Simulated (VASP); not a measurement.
Here is a VASP 6.6.1 calculation.

The input INCAR:

```
SYSTEM = Rh
ALGO     = Normal         ! electronic algorithm
EDIFF    = 1E-6           ! SCF threshold, eV
ENCUT    = 620            ! plane-wave cutoff, eV
GGA      = PE             ! functional
GGA_COMPAT= .False.      
ISIF     = 2              ! what is computed and relaxed
ISMEAR   = -1             ! smearing method
LASPH    = .True.         ! aspherical terms in the spheres
LCHARG   = .True.         ! write CHGCAR
LELF     = .True.         ! ELF
LREAL    = .False.        ! projectors in reciprocal space
LVHAR    = .True.       
LWAVE    = .False.        ! write WAVECAR
NBANDS   = 24             ! bands
NELM     = 120            ! most SCF steps
PREC     = Accurate       ! precision mode
SIGMA    = 0.08           ! smearing width, eV
```

The input KPOINTS:

```
k-points
0
Gamma
  18 18 18
  0 0 0
```

POSCAR

```
Rh
1.0
   -1.9834267191      1.9834267191      1.0917425993
    1.9834267191     -1.9834267191      1.0917425993
    1.9834267191      1.9834267191     -1.0917425993
Rh
2
Direct
   -0.3750000000     -0.1250000000     -0.2500000000
    0.3750000000      0.1250000000      0.2500000000
```

Potentials or basis: VASP PAW PBE potentials, release 64 (Rh_sv_GW).

Launch:

```console
$ cat potpaw_PBE.64/Rh_sv_GW/POTCAR > POTCAR
$ mpirun -np 1 vasp_std > vasp.out
```

Predict the pressure.

516.4 GPa.

Estimate the band gap on the k mesh.

zero (bands 17 and 18 overlap by 5.05 eV).

Stress tensor (GPa, compression positive):
```
516.70   0.00   0.00
  0.00 516.70   0.00
  0.00   0.00 515.64
```

Caveat: the cell stands under pressure.
